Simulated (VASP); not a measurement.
Set up this calculation in VASP 6.6.1, as the native input.

```
Task                   : single point
Functional             : PBEsol
Potentials or basis    : VASP PAW PBE potentials, release 64 (Al, N)
Cutoff                 : 520 eV
k mesh                 : 10 × 10 × 10
Occupations            : gaussian, width 0.05 eV
Spin                   : no spin polarisation
Dipole correction      : no
Further INCAR settings : ALGO = Normal; EDIFF = 1e-06; NBANDS = 11
```

The structure of AlN lies in POSCAR:

```
AlN
1.0
   -0.0808908813      1.9818265923      1.9818265923
    1.9413811517     -0.0404454407      1.9413811517
    2.0222720330      2.0222720330     -0.1213363220
Al N
1 1
Direct
    0.5000000000      0.5000000000      0.5000000000
    0.0000000000      0.0000000000      0.0000000000
```

This cell differs from its parent crystal: engineering shear strain xz -0.0800, engineering shear strain yz -0.0400.

These files were run (other wordings do the same):

INCAR

```
SYSTEM = AlN
  PREC = Accurate
  ENCUT = 520
  EDIFF = 1E-6
  ISMEAR = 0
  SIGMA = 0.05
  LREAL = .FALSE.
  LASPH = .TRUE.
  NELM = 60
  ALGO = Normal
  ISIF = 2
  LWAVE = .FALSE.
  LCHARG = .FALSE.
  GGA = PS
  NBANDS = 11
```

KPOINTS

```
Automatic mesh
0
G
  10 10 10
  0 0 0
```

Potentials or basis: VASP PAW PBE potentials, release 64 (Al, N).

Launch:

```bash
$ cat potpaw_PBE.64/Al/POTCAR potpaw_PBE.64/N/POTCAR > POTCAR
$ mpirun -np 1 vasp_std > vasp.out
```

Results of the run:

```
Pressure               : 1.1 GPa
Band gap on the k mesh : 2.89 eV, indirect (least direct gap 4.74 eV)
```

Caveat: the cell differs from its parent crystal (engineering shear strain xz -0.0800, engineering shear strain yz -0.0400); the PAW data sets were made with another functional, which shifts forces and pressure a little.

Wall time 37 s on 1 thread of Intel(R) Xeon(R) Platinum 8488C (Sapphire Rapids) (shared host), peak memory 0.2 GiB.
